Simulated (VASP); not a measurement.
NaCdF4:

```
CELL_PARAMETERS angstrom
4.15800 0.00000 0.00000
0.00000 4.15800 0.00000
0.00000 0.00000 6.64949
ATOMIC_POSITIONS crystal
Na 0.50000 0.50000 0.50000
Cd 0.00000 0.00000 0.00000
F 0.00000 0.00000 0.68419
F 0.50000 0.00000 0.00000
F 0.00000 0.50000 0.00000
F 0.00000 0.00000 0.31581
```

* Program: VASP 6.6.1
* Task: relaxation of cell and atoms
* Functional: PBE
* Potentials or basis: VASP PAW PBE potentials, release 64 (Na_pv, Cd, F)
* Cutoff: 600 eV
* k mesh: 10 × 10 × 6
* Occupations: gaussian, width 0.1 eV
* Spin: no spin polarisation

At the start: pressure 1.8 GPa; volume 19.16 Å³/atom.

Problem. Where does the relaxation end?

Solution. Over 9 steps the energy falls by 10.9 meV/atom and the volume is 19.44 Å³/atom (+1.5 %); space group P4/mmm (No. 123, to 0.1 Å) before and after.

Step by step:
```csv
step,energy change (eV),largest force (eV/Å),pressure (GPa),volume (Å³)
1,0.0000,0.5378,1.77,114.96
2,-0.0417,0.2055,-0.10,118.51
3,-0.0435,0.1302,-0.53,119.46
4,-0.0533,0.1229,-0.43,118.84
5,-0.0635,0.0666,-0.04,117.00
6,-0.0640,0.0849,-0.13,117.37
7,-0.0640,0.0825,-0.12,117.32
8,-0.0654,0.0139,-0.03,116.82
9,-0.0654,0.0078,0.00,116.66
```

Final structure:
```
CELL_PARAMETERS angstrom
4.23439 0.00000 0.00000
0.00000 4.23439 0.00000
0.00000 0.00000 6.50663
ATOMIC_POSITIONS crystal
Na 0.50000 0.50000 0.50000
Cd 0.00000 0.00000 0.00000
F 0.00000 0.00000 0.67203
F 0.50000 0.00000 0.00000
F 0.00000 0.50000 0.00000
F 0.00000 0.00000 0.32797
```

Caveat: an odd number of electrons without spin polarisation forces a metal; a magnetic or distorted state may lie lower.
